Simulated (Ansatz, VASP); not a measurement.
**One calculation of Ga, two programs**

```
Ga
1.0
     2.21789   -3.74191    0.00000
     2.21789    3.74191    0.00000
     0.00000    0.00000    4.42496
Ga
4
Cartesian
  2.2179 -2.5772 0.3803
  2.2179 -1.1648 2.5928
  2.2179 2.5772 4.0447
  2.2179 1.1648 1.8322
```

Alike in both runs: task single point; functional LDA; k mesh 8 × 8 × 7; no spin polarisation.

```csv
,VASP,Ansatz
version,VASP 6.6.1,Ansatz 0.2.0
potentials or method,"VASP PAW LDA potentials, release 64 (Ga_d), cutoff 520 eV","plane waves (420 eV) with PAW, scalar-relativistic"
occupations,"methfessel-paxton of order 1, width 0.6 eV","cold, width 0.6 eV"
valence electrons in the cell,52,52
```

```tsv
	VASP	Ansatz	Ansatz less VASP
pressure (GPa)	0.1	-0.1	-0.15
traceless stress, the component that is largest in VASP (GPa)	-0.08	0.13	+0.214
```

Ansatz warns that its potentials were made for another functional, while VASP's fit it. LDA's correlation is that of Perdew and Zunger in VASP and of Perdew and Wang (1992) in Ansatz.
